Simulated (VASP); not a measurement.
# ZnSe (F-43m) in VASP: notebook

The runs below take ZnSe through single point, relaxation of cell and atoms, with PBE.

All numbers are computed with VASP 6.6.1; they aren't measurements. Logs are shortened: lines on timing, memory, paths and dates and some standing lists are left out, and cuts for length are marked.

## Step 1: The cell of the first run

It takes space group F-43m (No. 216, cubic). The conventional cell has a = 5.771 Å, b = 5.771 Å, c = 5.771 Å, α = 90.00°, β = 90.00°, γ = 90.00°. Zn (site symmetry -43m) has 4 Se at 2.50 Å within 3.3 Å. Within 3.3 Å of Se (site symmetry -43m) lie 4 Zn at 2.50 Å.

## Step 2: Single point, PBE (volume scaled by 1.02)

The input, INCAR:

```
SYSTEM = ZnSe
PREC = Accurate
ENCUT = 520
EDIFF = 1E-7
ISMEAR = 0
SIGMA = 0.01
LREAL = .FALSE.
LASPH = .TRUE.
NELM = 100
ALGO = Normal
ISIF = 2
LWAVE = .FALSE.
LCHARG = .FALSE.
GGA = PE
NBANDS = 16
```

The input, KPOINTS:

```
regular mesh
0
G
  8 8 8
  0 0 0
```

The input, POSCAR:

```
ZnSe
1.0
    0.0000000000      2.8852870641      2.8852870641
    2.8852870641      0.0000000000      2.8852870641
    2.8852870641      2.8852870641      0.0000000000
Zn Se
1 1
Direct
    0.0000000000      0.0000000000      0.0000000000
    0.7500000000      0.7500000000      0.7500000000
```

Potentials or basis: VASP PAW PBE potentials, release 64 (Zn, Se).

The run is started by

```bash
$ cat potpaw_PBE.64/Zn/POTCAR potpaw_PBE.64/Se/POTCAR > POTCAR
$ mpirun -np 1 vasp_std > vasp.out
```

OUTCAR:

```text
SYSTEM = ZnSe
   PREC = Accurate
   ENCUT = 520
   EDIFF = 1E-7
   ISMEAR = 0
   LREAL = .FALSE.
   LASPH = .TRUE.
   NELM = 100
   ISIF = 2
   GGA = PE

 ion  position               nearest neighbor table
   1  0.000  0.000  0.000-   2 2.50   2 2.50   2 2.50   2 2.50
   2  0.750  0.750  0.750-   1 2.50   1 2.50   1 2.50   1 2.50

  LATTYP: Found a face centered cubic cell.
 ALAT       =     5.7705741282

  Lattice vectors:

 A1 = (   0.0000000000,   2.8852870641,   2.8852870641)
 A2 = (   2.8852870641,   0.0000000000,   2.8852870641)
 A3 = (   2.8852870641,   2.8852870641,   0.0000000000)

Analysis of symmetry for initial positions (statically):
=====================================================================
 Subroutine PRICEL returns:
 Original cell was already a primitive cell.

 Routine SETGRP: Setting up the symmetry group for a
 face centered cubic supercell.

 Subroutine GETGRP returns: Found 24 space group operations
 (whereof 24 operations were pure point group operations)
 out of a pool of 48 trial point group operations.

The static configuration has the point symmetry T_d .

Analysis of symmetry for dynamics (positions and initial velocities):
=====================================================================
 Subroutine PRICEL returns:
 Original cell was already a primitive cell.

 Routine SETGRP: Setting up the symmetry group for a
 face centered cubic supercell.

 Subroutine GETGRP returns: Found 24 space group operations
 (whereof 24 operations were pure point group operations)
 out of a pool of 48 trial point group operations.

The dynamic configuration has the point symmetry T_d .

 Subroutine INISYM returns: Found 24 space group operations
 (whereof 24 operations are pure point group operations),
 and found     1 'primitive' translations

----------------------------------------------------------------------------------------

                                     Primitive cell

  volume of cell :      48.0393

  direct lattice vectors                    reciprocal lattice vectors
     0.000000000  2.885287064  2.885287064    -0.173292982  0.173292982  0.173292982
     2.885287064  0.000000000  2.885287064     0.173292982 -0.173292982  0.173292982
     2.885287064  2.885287064  0.000000000     0.173292982  0.173292982 -0.173292982

  length of vectors
     4.080412097  4.080412097  4.080412097     0.300152250  0.300152250  0.300152250

  position of ions in fractional coordinates (direct lattice)
     0.000000000  0.000000000  0.000000000
     0.750000000  0.750000000  0.750000000

  ion indices of the primitive-cell ions
   primitive index   ion index
                 1           1
                 2           2

----------------------------------------------------------------------------------------

 KPOINTS: regular mesh

Automatic generation of k-mesh.
 Grid dimensions read from file:
 generate k-points for:    8    8    8

 Generating k-lattice:

  Cartesian coordinates                     Fractional coordinates (reciprocal lattice)
    -0.021661623  0.021661623  0.021661623     0.125000000  0.000000000  0.000000000
     0.021661623 -0.021661623  0.021661623     0.000000000  0.125000000  0.000000000
     0.021661623  0.021661623 -0.021661623     0.000000000  0.000000000  0.125000000

  Length of vectors
     0.037519031  0.037519031  0.037519031

  Shift w.r.t. Gamma in fractional coordinates (k-lattice)
     0.000000000  0.000000000  0.000000000

 Subroutine IBZKPT returns following result:
 ===========================================

 Found     29 irreducible k-points:

 Following reciprocal coordinates:
            Coordinates               Weight
  0.000000  0.000000  0.000000      1.000000
  0.125000  0.000000  0.000000      8.000000
  0.250000  0.000000  0.000000      8.000000
  0.375000  0.000000  0.000000      8.000000
  0.500000  0.000000  0.000000      4.000000
  0.125000  0.125000  0.000000      6.000000
[... 16 lines left out ...]
  0.500000  0.250000  0.125000     48.000000
 -0.375000  0.250000  0.125000     24.000000
 [... further k-points ...]
   k-points           NKPTS =     29   k-points in BZ     NKDIM =     29   number of bands    NBANDS=     16
   number of dos      NEDOS =    301   number of ions     NIONS =      2
   total plane-waves  NPLWV =  27000
   dimension x,y,z NGX =    30 NGY =   30 NGZ =   30
   dimension x,y,z NGXF=    60 NGYF=   60 NGZF=   60
   ions per type =               1   1
   NGX,Y,Z   is equivalent  to a cutoff of  12.22, 12.22, 12.22 a.u.
   NGXF,Y,Z  is equivalent  to a cutoff of  24.45, 24.45, 24.45 a.u.
 SYSTEM =  ZnSe
   PREC   = accura    normal or accurate (medium, high low for compatibility)
   ISTART =      0    job   : 0-new  1-cont  2-samecut
   ICHARG =      2    charge: 1-file 2-atom 10-const
   ISPIN  =      1    spin polarized calculation?
   LNONCOLLINEAR =      F non collinear calculations
   LSORBIT =      F    spin-orbit coupling
   LASPH  =      T    aspherical Exc in radial PAW
   ENCUT  =  520.0 eV  38.22 Ry    6.18 a.u.   7.59  7.59  7.59*2*pi/ulx,y,z
   NELM   =    100;   NELMIN=  2; NELMDL= -5     # of ELM steps
   EDIFF  = 0.1E-06   stopping-criterion for ELM
   LREAL  =      F    real-space projection
   EDIFFG = 0.1E-05   stopping-criterion for IOM
   NSW    =      0    number of steps for IOM
   IBRION =     -1    ionic relax: 0-MD 1-quasi-New 2-CG
   NFREE  =      0    steps in history (QN), initial steepest desc. (CG)
   ISIF   =      2    stress and relaxation
   ISYM   =      2    0-nonsym 1-usesym 2-fastsym
   POTIM  = 0.5000    time-step for ionic-motion
   TEBEG  =    0.0;   TEEND  =   0.0 temperature during run
   PSTRESS=    0.0 pullay stress
   NELECT =      18.0000    total number of electrons
   NUPDOWN=      -1.0000    fix difference up-down
   EMIN   =  10.00;   EMAX   =-10.00  energy-range for DOS
   EFERMI =   0.00;   METHOD = LEGACY
   ISMEAR =     0;   SIGMA  =   0.01  broadening in eV -4-tet -1-fermi 0-gaus
   EFERMI_NEDOS =   21; number of points for ismear=-14 and -15
   IALGO  =     38    algorithm
   IMIX   =      4    mixing-type and parameters
     AMIX     =   0.40;   BMIX     =  1.00
     AMIX_MAG =   1.60;   BMIX_MAG =  1.00
  volume/ion in A,a.u.               =      24.02       162.09
  Fermi-wavevector in a.u.,A,eV,Ry     =   1.180230  2.230311 18.952137  1.392943
  Thomas-Fermi vector in A             =   2.316526
   LORBIT       =      0    0 simple, 1 ext, 2 COOP (PROOUT), +10 PAW based schemes
   GGA     = PE    functional components
   LHFCALC =     F    Hartree Fock is set to
   AEXX    =    0.0000 exact exchange contribution
   IVDW    =     0    specifies the selected vdW correction
   LEPSILON=     F    determine dielectric tensor
   LRPA    =     F    only Hartree local field effects (RPA)
 non-spin polarized calculation
 Gauss-broadening in eV      SIGMA  =   0.01
  energy-cutoff  :      520.00
  volume of cell :       48.04
 maximum number of plane-waves:      1308
   NGX = 15   NGY = 15   NGZ = 15

 number of electron      18.0000007 magnetization

 Free energy of the ion-electron system (eV)
  ---------------------------------------------------
  ext. energy  EPLUGINS =         0.00000000
  ---------------------------------------------------
  free energy    TOTEN  =        -6.03042123 eV

  energy without entropy =       -6.03042123  energy(sigma->0) =       -6.03042123

 E-fermi :   1.2311     XC(G=0):  -9.0771

 val. band max:        1.1649625851   @ k =   0.0000   0.0000   0.0000
 cond. band min:       2.2418792265   @ k =   0.0000   0.0000   0.0000
 fundamental gap:      1.0769166414
 Fermi energy:         1.2310904481

 k-point     1 :       0.0000    0.0000    0.0000
  band No.  band energies     occupation
      1     -11.7627      2.00000
      2      -5.1992      2.00000
      3      -5.1992      2.00000
      4      -5.1992      2.00000
      5      -4.8765      2.00000
      6      -4.8765      2.00000
[... 8 lines left out ...]
     15      12.5115      0.00000
     16      12.5115      0.00000

 k-point     2 :       0.1250    0.0000    0.0000
  band No.  band energies     occupation
      1     -11.6723      2.00000
      2      -5.1894      2.00000
      3      -5.1852      2.00000
      4      -5.1852      2.00000
      5      -4.8776      2.00000
      6      -4.8776      2.00000
[... 8 lines left out ...]
     15      11.7733      0.00000
     16      11.7733      0.00000

 k-point     3 :       0.2500    0.0000    0.0000
  band No.  band energies     occupation
      1     -11.4388      2.00000
      2      -5.1545      2.00000
      3      -5.1545      2.00000
      4      -5.1299      2.00000
      5      -4.8762      2.00000
      6      -4.8762      2.00000
[... 8 lines left out ...]
     15      11.5377      0.00000
     16      11.7834      0.00000

 k-point     4 :       0.3750    0.0000    0.0000
  band No.  band energies     occupation
      1     -11.1794      2.00000
      2      -5.1298      2.00000
      3      -5.1298      2.00000
      4      -4.9487      2.00000
      5      -4.8671      2.00000
      6      -4.8671      2.00000
[... 8 lines left out ...]
     15      12.5796      0.00000
     16      12.5796      0.00000

 k-point     5 :       0.5000    0.0000    0.0000
  band No.  band energies     occupation
      1     -11.0626      2.00000
      2      -5.1217      2.00000
      3      -5.1217      2.00000
      4      -4.8606      2.00000
      5      -4.8606      2.00000
      6      -4.7365      2.00000
[... 8 lines left out ...]
     15      14.0477      0.00000
     16      14.0477      0.00000

 k-point     6 :       0.1250    0.1250    0.0000
  band No.  band energies     occupation
      1     -11.6421      2.00000
      2      -5.2020      2.00000
      3      -5.1726      2.00000
      4      -5.1726      2.00000
      5      -4.8861      2.00000
      6      -4.8704      2.00000
[... 8 lines left out ...]
     15      12.1536      0.00000
     16      12.7269      0.00000

 k-point     7 :       0.2500    0.1250    0.0000
  band No.  band energies     occupation
      1     -11.4557      2.00000
      2      -5.1815      2.00000
      3      -5.1400      2.00000
      4      -5.1339      2.00000
      5      -4.8904      2.00000
      6      -4.8649      2.00000
[... 8 lines left out ...]
     15      12.5959      0.00000
     16      13.0719      0.00000

 k-point     8 :       0.3750    0.1250    0.0000
  band No.  band energies     occupation
      1     -11.2014      2.00000
      2      -5.1377      2.00000
      3      -5.1113      2.00000
      4      -5.0247      2.00000
      5      -4.8722      2.00000
      6      -4.8586      2.00000
[... 8 lines left out ...]
     15      12.7756      0.00000
     16      13.2967      0.00000

 k-point     9 :       0.5000    0.1250    0.0000
  band No.  band energies     occupation
      1     -11.0313      2.00000
      2      -5.1191      2.00000
      3      -5.1013      2.00000
      4      -4.8929      2.00000
      5      -4.8589      2.00000
      6      -4.7474      2.00000
[... 8 lines left out ...]
     15      13.3430      0.00000
     16      14.0657      0.00000
[... 172 lines left out ...]
 k-point    19 :       0.5000    0.3750    0.0000
  band No.  band energies     occupation
      1     -10.8643      2.00000
      2      -5.1286      2.00000
      3      -4.9991      2.00000
      4      -4.9830      2.00000
      5      -4.8420      2.00000
      6      -4.7291      2.00000
[... 8 lines left out ...]
     15      14.5653      0.00000
     16      15.0882      0.00000

 k-point    20 :      -0.3750    0.3750    0.0000
  band No.  band energies     occupation
      1     -10.8440      2.00000
      2      -5.1079      2.00000
      3      -5.0163      2.00000
      4      -4.9399      2.00000
      5      -4.8575      2.00000
      6      -4.6462      2.00000
[... 8 lines left out ...]
     15      13.0218      0.00000
     16      16.0601      0.00000

 k-point    21 :       0.5000    0.5000    0.0000
  band No.  band energies     occupation
      1     -10.8260      2.00000
      2      -5.1425      2.00000
      3      -4.9787      2.00000
      4      -4.9787      2.00000
      5      -4.8347      2.00000
      6      -4.7166      2.00000
[... 8 lines left out ...]
     15      14.9315      0.00000
     16      15.3487      0.00000

 k-point    22 :       0.3750    0.2500    0.1250
  band No.  band energies     occupation
      1     -11.2570      2.00000
      2      -5.1497      2.00000
      3      -5.1080      2.00000
      4      -5.0774      2.00000
      5      -4.8876      2.00000
      6      -4.8549      2.00000
[... 8 lines left out ...]
     15      13.2424      0.00000
     16      14.3142      0.00000

 k-point    23 :       0.5000    0.2500    0.1250
  band No.  band energies     occupation
      1     -11.0413      2.00000
      2      -5.1104      2.00000
      3      -5.0864      2.00000
      4      -4.9600      2.00000
      5      -4.8649      2.00000
      6      -4.8134      2.00000
[... 8 lines left out ...]
     15      13.5107      0.00000
     16      14.6344      0.00000

 k-point    24 :      -0.3750    0.2500    0.1250
  band No.  band energies     occupation
      1     -10.9461      2.00000
      2      -5.1040      2.00000
      3      -5.0746      2.00000
      4      -4.9010      2.00000
      5      -4.8696      2.00000
      6      -4.6916      2.00000
[... 8 lines left out ...]
     15      13.7101      0.00000
     16      14.4896      0.00000

 [... further k-points ...]

------------------------ aborting loop because EDIFF is reached ----------------------------------------

  FORCE on cell =-STRESS in cart. coord.  units (eV):
  Direction    XX          YY          ZZ          XY          YZ          ZX
  --------------------------------------------------------------------------------------
  -------------------------------------------------------------------------------------
  Total       -0.2664516     -0.2664516     -0.2664516      0.0000000      0.0000000      0.0000000
  in kB       -8.8865207     -8.8865207     -8.8865207      0.0000000      0.0000000      0.0000000
  external PRESSURE =      -8.8865207 kB  Pullay stress =       0.0000000 kB

 VOLUME and BASIS-vectors are now :
 -----------------------------------------------------------------------------
  energy-cutoff  :      520.00
  volume of cell :       48.04
      direct lattice vectors                 reciprocal lattice vectors
     0.000000000  2.885287064  2.885287064    -0.173292982  0.173292982  0.173292982
     2.885287064  0.000000000  2.885287064     0.173292982 -0.173292982  0.173292982
     2.885287064  2.885287064  0.000000000     0.173292982  0.173292982 -0.173292982

 POSITION                                       TOTAL-FORCE (eV/Angst)
 -----------------------------------------------------------------------------------
      0.00000      0.00000      0.00000        -0.000000      0.000000      0.000000
      4.32793      4.32793      4.32793         0.000000     -0.000000     -0.000000
 -----------------------------------------------------------------------------------
    total drift:                                0.000001      0.000001      0.000001

  FREE ENERGIE OF THE ION-ELECTRON SYSTEM (eV)
  ---------------------------------------------------
  free  energy   TOTEN  =        -6.0304212303 eV

  energy  without entropy=       -6.0304212303  energy(sigma->0) =       -6.03042123
```

Wall time 15 s (1 thread of AMD EPYC 9R45 (Zen 5), shared host); peak memory 0.15 GiB.

Results:

```
Free energy            : -6.0304 eV
Pressure               : -0.9 GPa
Band gap on the k mesh : 1.08 eV, direct
```

Levels at points of the mesh, in eV from the valence-band top:
```
           k point  band 7  band 8  band 9  band 10  band 11  band 12
(0.00, 0.00, 0.00)    0.00    0.00    0.00     1.08     5.81     5.81
(0.50, 0.00, 0.00)   -4.89   -0.79   -0.79     2.45     6.39     6.39
(0.50, 0.50, 0.00)   -4.52   -2.00   -2.00     3.10     3.45    10.36
```

Caveat: the cell differs from its parent crystal (volume scaled by 1.02).

## Step 3: Single point, PBE

This run uses another cell than the first one, of 23.55 Å³/atom, 0.980 times its volume.

The input, INCAR:

```
PREC = Accurate ; ENCUT = 520
EDIFF = 1E-7 ; ISMEAR = 0
SIGMA = 0.02 ; LREAL = False
LASPH = True ; NELM = 80
ALGO = Normal ; ISIF = 2
LWAVE = False ; LCHARG = False
GGA = PE ; NBANDS = 16
```

The input, KPOINTS:

```
Automatic mesh
0
Gamma
  8 8 8
```

The input, POSCAR:

```
ZnSe
1.0
    0.0000000000      2.8663043628      2.8663043628
    2.8663043628      0.0000000000      2.8663043628
    2.8663043628      2.8663043628      0.0000000000
Zn Se
1 1
Direct
    0.0000000000      0.0000000000      0.0000000000
    0.7500000000      0.7500000000      0.7500000000
```

Potentials or basis: VASP PAW PBE potentials, release 64 (Zn, Se).

The run is started by

```bash
$ cat potpaw_PBE.64/Zn/POTCAR potpaw_PBE.64/Se/POTCAR > POTCAR
$ mpirun -np 1 vasp_std > vasp.out
```

Wall time 16 s (1 thread of AMD EPYC 9R45 (Zen 5), shared host); peak memory 0.15 GiB.

Results (log left out):

```yaml
Free_energy: -6.0324 eV
Pressure: 0.2 GPa
Band_gap_on_the_k_mesh: 1.15 eV, direct
```

Levels at points of the mesh, in eV from the valence-band top:
```
           k point  band 7  band 8  band 9  band 10  band 11  band 12
(0.00, 0.00, 0.00)    0.00    0.00    0.00     1.15     5.81     5.81
(0.50, 0.00, 0.00)   -5.01   -0.82   -0.82     2.48     6.38     6.38
(0.50, 0.50, 0.00)   -4.61   -2.07   -2.07     3.06     3.46    10.49
```

## Step 4: Single point, PBE

This run uses another cell than the first one, of 17.31 Å³/atom, 0.721 times its volume.

The input, INCAR:

```
SYSTEM = ZnSe
  PREC = Accurate
  ENCUT = 520
  EDIFF = 1E-6
  ISMEAR = 0
  SIGMA = 0.01
  LREAL = .FALSE.
  LASPH = .TRUE.
  NELM = 100
  ALGO = Normal
  ISIF = 2
  LWAVE = .FALSE.
  LCHARG = .TRUE.
  GGA = PE
  LELF = .TRUE.
  LVHAR = .TRUE.
  NBANDS = 16
```

The input, KPOINTS:

```
Automatic mesh
0
G
  10 10 10
  0 0 0
```

The input, POSCAR:

```
ZnSe
1.0
    0.0000000000      2.5870439553      2.5870439553
    2.5870439553      0.0000000000      2.5870439553
    2.5870439553      2.5870439553      0.0000000000
Zn Se
1 1
Direct
    0.0000000000      0.0000000000      0.0000000000
    0.7500000000      0.7500000000      0.7500000000
```

The run is started by

```bash
$ cat potpaw_PBE.64/Zn/POTCAR potpaw_PBE.64/Se/POTCAR > POTCAR
$ mpirun -np 1 vasp_std > vasp.out
```

It took 19 s on 1 thread of AMD EPYC 9R45 (Zen 5), shared host; peak memory 0.14 GiB.

Results (log left out):

```
Free energy            : -4.9764 eV
Pressure               : 35.7 GPa
Band gap on the k mesh : 2.21 eV, indirect (least direct gap 2.50 eV)
```

Levels at points of the mesh, in eV from the valence-band top:
```
           k point  band 7  band 8  band 9  band 10  band 11  band 12
(0.00, 0.00, 0.00)    0.00    0.00    0.00     2.50     5.56     5.56
(0.50, 0.00, 0.00)   -6.99   -1.35   -1.35     2.99     6.17     6.17
(0.50, 0.50, 0.00)   -6.06   -3.37   -3.37     2.21     3.17    13.10
```

A k mesh can miss the band edges.

(Continued in part 2 of 2.)
